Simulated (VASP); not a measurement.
# P (Im-3m) in VASP: notebook

P is run at these levels: r2SCAN+D3(BJ); tasks: single point.

Everything below comes from runs of VASP 6.6.1. Logs are shortened: lines on timing, memory, paths and dates and some standing lists are left out, and cuts for length are marked.

### 1 The cell of the first run

It takes space group Im-3m (No. 229, cubic). Conventional cell: a = 3.034 Å, b = 3.034 Å, c = 3.034 Å, α = 90.00°, β = 90.00°, γ = 90.00°. Within 3.5 Å of P (site symmetry m-3m) lie 14 P at 2.63 to 3.03 Å.

This isn't the form of P at room conditions, which is orthorhombic.

### 2 Single point, r2SCAN+D3(BJ) (13.96 Å³/atom)

File POSCAR:

```
P
1.0
   -1.5170075226      1.5170075226      1.5170075226
    1.5170075226     -1.5170075226      1.5170075226
    1.5170075226      1.5170075226     -1.5170075226
P
1
Direct
    0.0000000000      0.0000000000      0.0000000000
```

File INCAR.step1:

```
SYSTEM = P
  PREC = Accurate
  ENCUT = 520
  ISMEAR = 0
  SIGMA = 0.05
  LREAL = .FALSE.
  LASPH = .TRUE.
  NELM = 100
  NBANDS = 8
  GGA = PE
  ALGO = Normal
  EDIFF = 1E-4
  LWAVE = .TRUE.
  LCHARG = .FALSE.
```

File INCAR.step2:

```
SYSTEM = P
  PREC = Accurate
  ENCUT = 520
  EDIFF = 1E-6
  ISMEAR = 0
  SIGMA = 0.05
  LREAL = .FALSE.
  LASPH = .TRUE.
  NELM = 100
  ALGO = Normal
  ISIF = 2
  LWAVE = .FALSE.
  LCHARG = .TRUE.
  METAGGA = R2SCAN
  LMIXTAU = .TRUE.
  IVDW = 12
  VDW_S6 = 1.0
  VDW_S8 = 0.78981345
  VDW_A1 = 0.49484001
  VDW_A2 = 5.73083694
  LELF = .TRUE.
  LVHAR = .TRUE.
  NBANDS = 8
  ISTART = 1
```

File KPOINTS:

```
regular mesh
0
G
  20 20 20
  0 0 0
```

Potentials or basis: VASP PAW PBE potentials, release 64 (P).

Launch:

```sh
> cat potpaw_PBE.64/P/POTCAR > POTCAR
> cp INCAR.step1 INCAR
> mpirun -np 1 vasp_std > vasp.out
> cp INCAR.step2 INCAR
> mpirun -np 1 vasp_std > vasp.out
```

OUTCAR:

```text
SYSTEM = P
   PREC = Accurate
   ENCUT = 520
   EDIFF = 1E-6
   ISMEAR = 0
   LREAL = .FALSE.
   LASPH = .TRUE.
   NELM = 100
   ISIF = 2
   METAGGA = R2SCAN
   IVDW = 12
   ISTART = 1
 IVDW          = 12

 ion  position               nearest neighbor table
   1  0.000  0.000  0.000-

  LATTYP: Found a body centered cubic cell.
 ALAT       =     3.0340150452

  Lattice vectors:

 A1 = (  -1.5170075226,   1.5170075226,   1.5170075226)
 A2 = (   1.5170075226,  -1.5170075226,   1.5170075226)
 A3 = (   1.5170075226,   1.5170075226,  -1.5170075226)

Analysis of symmetry for initial positions (statically):
=====================================================================
 Subroutine PRICEL returns:
 Original cell was already a primitive cell.

 Routine SETGRP: Setting up the symmetry group for a
 body centered cubic supercell.

 Subroutine GETGRP returns: Found 48 space group operations
 (whereof 48 operations were pure point group operations)
 out of a pool of 48 trial point group operations.

The static configuration has the point symmetry O_h .

Analysis of symmetry for dynamics (positions and initial velocities):
=====================================================================
 Subroutine PRICEL returns:
 Original cell was already a primitive cell.

 Routine SETGRP: Setting up the symmetry group for a
 body centered cubic supercell.

 Subroutine GETGRP returns: Found 48 space group operations
 (whereof 48 operations were pure point group operations)
 out of a pool of 48 trial point group operations.

The dynamic configuration has the point symmetry O_h .

 Subroutine INISYM returns: Found 48 space group operations
 (whereof 48 operations are pure point group operations),
 and found     1 'primitive' translations

----------------------------------------------------------------------------------------

                                     Primitive cell

  volume of cell :      13.9644

  direct lattice vectors                    reciprocal lattice vectors
    -1.517007523  1.517007523  1.517007523     0.000000000  0.329596256  0.329596256
     1.517007523 -1.517007523  1.517007523     0.329596256  0.000000000  0.329596256
     1.517007523  1.517007523 -1.517007523     0.329596256  0.329596256  0.000000000

  length of vectors
     2.627534105  2.627534105  2.627534105     0.466119496  0.466119496  0.466119496

  position of ions in fractional coordinates (direct lattice)
     0.000000000  0.000000000  0.000000000

  ion indices of the primitive-cell ions
   primitive index   ion index
                 1           1

----------------------------------------------------------------------------------------

 KPOINTS: regular mesh

Automatic generation of k-mesh.
 Grid dimensions read from file:
 generate k-points for:   20   20   20

 Generating k-lattice:

  Cartesian coordinates                     Fractional coordinates (reciprocal lattice)
     0.000000000  0.016479813  0.016479813     0.050000000  0.000000000  0.000000000
     0.016479813  0.000000000  0.016479813     0.000000000  0.050000000  0.000000000
     0.016479813  0.016479813  0.000000000     0.000000000  0.000000000  0.050000000

  Length of vectors
     0.023305975  0.023305975  0.023305975

  Shift w.r.t. Gamma in fractional coordinates (k-lattice)
     0.000000000  0.000000000  0.000000000

 Subroutine IBZKPT returns following result:
 ===========================================

 Found    256 irreducible k-points:

 Following reciprocal coordinates:
            Coordinates               Weight
  0.000000  0.000000  0.000000      1.000000
  0.050000  0.000000  0.000000     12.000000
  0.100000  0.000000  0.000000     12.000000
  0.150000  0.000000  0.000000     12.000000
  0.200000  0.000000  0.000000     12.000000
  0.250000  0.000000  0.000000     12.000000
[... 16 lines left out ...]
  0.200000  0.100000  0.000000     48.000000
  0.250000  0.100000  0.000000     48.000000
 [... further k-points ...]
   k-points           NKPTS =    256   k-points in BZ     NKDIM =    256   number of bands    NBANDS=      8
   number of dos      NEDOS =    301   number of ions     NIONS =      1
   total plane-waves  NPLWV =   8000
   dimension x,y,z NGX =    20 NGY =   20 NGZ =   20
   dimension x,y,z NGXF=    40 NGYF=   40 NGZF=   40
   ions per type =               1
   NGX,Y,Z   is equivalent  to a cutoff of  12.65, 12.65, 12.65 a.u.
   NGXF,Y,Z  is equivalent  to a cutoff of  25.31, 25.31, 25.31 a.u.
 SYSTEM =  P
   PREC   = accura    normal or accurate (medium, high low for compatibility)
   ISTART =      1    job   : 0-new  1-cont  2-samecut
   ICHARG =      0    charge: 1-file 2-atom 10-const
   ISPIN  =      1    spin polarized calculation?
   LNONCOLLINEAR =      F non collinear calculations
   LSORBIT =      F    spin-orbit coupling
   LASPH  =      T    aspherical Exc in radial PAW
   ENCUT  =  520.0 eV  38.22 Ry    6.18 a.u.   4.89  4.89  4.89*2*pi/ulx,y,z
   NELM   =    100;   NELMIN=  2; NELMDL=  0     # of ELM steps
   EDIFF  = 0.1E-05   stopping-criterion for ELM
   LREAL  =      F    real-space projection
   EDIFFG = 0.1E-04   stopping-criterion for IOM
   NSW    =      0    number of steps for IOM
   IBRION =     -1    ionic relax: 0-MD 1-quasi-New 2-CG
   NFREE  =      0    steps in history (QN), initial steepest desc. (CG)
   ISIF   =      2    stress and relaxation
   ISYM   =      2    0-nonsym 1-usesym 2-fastsym
   POTIM  = 0.5000    time-step for ionic-motion
   TEBEG  =    0.0;   TEEND  =   0.0 temperature during run
   PSTRESS=    0.0 pullay stress
   NELECT =       5.0000    total number of electrons
   NUPDOWN=      -1.0000    fix difference up-down
   EMIN   =  10.00;   EMAX   =-10.00  energy-range for DOS
   EFERMI =   0.00;   METHOD = LEGACY
   ISMEAR =     0;   SIGMA  =   0.05  broadening in eV -4-tet -1-fermi 0-gaus
   EFERMI_NEDOS =   21; number of points for ismear=-14 and -15
   IALGO  =     38    algorithm
   IMIX   =      4    mixing-type and parameters
     AMIX     =   0.40;   BMIX     =  1.00
     AMIX_MAG =   1.60;   BMIX_MAG =  1.00
  volume/ion in A,a.u.               =      13.96        94.24
  Fermi-wavevector in a.u.,A,eV,Ry     =   1.162493  2.196794 18.386784  1.351391
  Thomas-Fermi vector in A             =   2.299054
   LORBIT       =      0    0 simple, 1 ext, 2 COOP (PROOUT), +10 PAW based schemes
   METAGGA = R2SCAN    functional components
   LHFCALC =     F    Hartree Fock is set to
   AEXX    =    0.0000 exact exchange contribution
   IVDW    =    12    specifies the selected vdW correction
   LEPSILON=     F    determine dielectric tensor
   LRPA    =     F    only Hartree local field effects (RPA)
 non-spin polarized calculation
 Gauss-broadening in eV      SIGMA  =   0.05
  energy-cutoff  :      520.00
  volume of cell :       13.96
 maximum number of plane-waves:       386
   NGX =  9   NGY =  9   NGZ =  9

 number of electron       5.0000001 magnetization

 Free energy of the ion-electron system (eV)
  ---------------------------------------------------
  ext. energy  EPLUGINS =         0.00000000
  ---------------------------------------------------
  free energy    TOTEN  =        -8.05196576 eV

  energy without entropy =       -8.05118659  energy(sigma->0) =       -8.05157617

 E-fermi :  10.2555     XC(G=0): -12.3463

 val. band max:       10.2372562965   @ k =   0.2000   0.1000   0.0000
 cond. band min:      10.2678910833   @ k =   0.3000   0.1000   0.1000
 fundamental gap:      0.0306347868
 Fermi energy:        10.2555379079

 k-point     1 :       0.0000    0.0000    0.0000
  band No.  band energies     occupation
      1      -7.2789      2.00000
      2      18.0635      0.00000
      3      18.0635      0.00000
      4      18.0635      0.00000
      5      22.9144      0.00000
      6      22.9144      0.00000
      7      22.9144      0.00000
      8      27.4375      0.00000

 k-point     2 :       0.0500    0.0000    0.0000
  band No.  band energies     occupation
      1      -7.1982      2.00000
      2      17.4984      0.00000
      3      17.7258      0.00000
      4      18.0126      0.00000
      5      22.6803      0.00000
      6      23.0596      0.00000
      7      23.3940      0.00000
      8      26.8499      0.00000

 k-point     3 :       0.1000    0.0000    0.0000
  band No.  band energies     occupation
      1      -6.9563      2.00000
      2      16.0900      0.00000
      3      16.9689      0.00000
      4      17.8640      0.00000
      5      22.0843      0.00000
      6      23.1192      0.00000
      7      24.5754      0.00000
      8      26.1422      0.00000

 k-point     4 :       0.1500    0.0000    0.0000
  band No.  band energies     occupation
      1      -6.5539      2.00000
      2      14.2485      0.00000
      3      16.1107      0.00000
      4      17.6314      0.00000
      5      21.3205      0.00000
      6      22.6433      0.00000
      7      26.1366      0.00000
      8      26.1540      0.00000

 k-point     5 :       0.2000    0.0000    0.0000
  band No.  band energies     occupation
      1      -5.9926      2.00000
      2      12.2218      0.00000
      3      15.2919      0.00000
      4      17.3396      0.00000
      5      20.5329      0.00000
      6      21.8762      0.00000
      7      26.6768      0.00000
      8      27.1515      0.00000
[... 177 lines left out ...]
 k-point    22 :       0.1500    0.1000   -0.0000
  band No.  band energies     occupation
      1      -5.7527      2.00000
      2      12.1456      0.00000
      3      14.0796      0.00000
      4      16.3949      0.00000
      5      21.2575      0.00000
      6      22.7956      0.00000
      7      25.5667      0.00000
      8      27.3077      0.00000

 k-point    23 :       0.2000    0.1000    0.0000
  band No.  band energies     occupation
      1      -5.0363      2.00000
      2      10.2373      1.39490
      3      13.1841      0.00000
      4      15.9181      0.00000
      5      20.7910      0.00000
      6      22.4168      0.00000
      7      25.9270      0.00000
      8      28.5882      0.00000

 k-point    24 :       0.2500    0.1000    0.0000
  band No.  band energies     occupation
      1      -4.1680      2.00000
      2       8.2676      2.00000
      3      12.4897      0.00000
      4      15.4796      0.00000
      5      20.3267      0.00000
      6      22.0751      0.00000
      7      26.3998      0.00000
      8      29.7410      0.00000

 [... further k-points ...]

------------------------ aborting loop because EDIFF is reached ----------------------------------------

 Edisp (eV)   -0.23736

 E8    (eV) :    -0.0678

  FORCE on cell =-STRESS in cart. coord.  units (eV):
  Direction    XX          YY          ZZ          XY          YZ          ZX
  --------------------------------------------------------------------------------------
  -------------------------------------------------------------------------------------
  Total      -0.01683    -0.01683    -0.01683    -0.00000    -0.00000     0.00000
  in kB      -1.93042    -1.93042    -1.93042    -0.00000    -0.00000     0.00000
  external pressure =       -1.93 kB  Pullay stress =        0.00 kB

 VOLUME and BASIS-vectors are now :
 -----------------------------------------------------------------------------
  energy-cutoff  :      520.00
  volume of cell :       13.96
      direct lattice vectors                 reciprocal lattice vectors
    -1.517007523  1.517007523  1.517007523     0.000000000  0.329596256  0.329596256
     1.517007523 -1.517007523  1.517007523     0.329596256  0.000000000  0.329596256
     1.517007523  1.517007523 -1.517007523     0.329596256  0.329596256  0.000000000

 POSITION                                       TOTAL-FORCE (eV/Angst)
 -----------------------------------------------------------------------------------
      0.00000      0.00000      0.00000         0.000000      0.000000      0.000000
 -----------------------------------------------------------------------------------
    total drift:                                0.000000      0.000000     -0.000000

  FREE ENERGIE OF THE ION-ELECTRON SYSTEM (eV)
  ---------------------------------------------------
  free  energy   TOTEN  =        -8.2893298746 eV

  energy  without entropy=       -8.2885507036  energy(sigma->0) =       -8.28894029
```

Wall time 1.7 min (1 thread of Intel Xeon 8259CL, shared host); peak memory 0.15 GiB.

What came out:

| Property | Result |
| --- | --- |
| Free energy | -8.2893 eV |
| Pressure | -0.2 GPa |
| Band gap on the k mesh | zero (an odd number of electrons rules out a gap without spin polarisation) |
| Dispersion energy per atom | -0.237 eV |

Levels at points of the mesh, in eV from the Fermi level:
| k point | band 1 | band 2 | band 3 | band 4 | band 5 | band 6 | band 7 |
| --- | --- | --- | --- | --- | --- | --- | --- |
| (0.00, 0.00, 0.00) | -17.53 | 7.81 | 7.81 | 7.81 | 12.66 | 12.66 | 12.66 |
| (0.50, 0.00, 0.00) | -10.55 | -8.44 | 2.60 | 5.80 | 7.74 | 9.00 | 20.72 |
| (0.50, 0.50, 0.50) | -4.08 | -2.89 | -2.89 | -2.89 | 2.69 | 2.69 | 25.20 |

Caveat: the PAW data sets were made with another functional, which shifts forces and pressure a little.

(Continued in part 2 of 2.)

The gap in the log of VASP goes by the Fermi energy; the results here count the filled bands.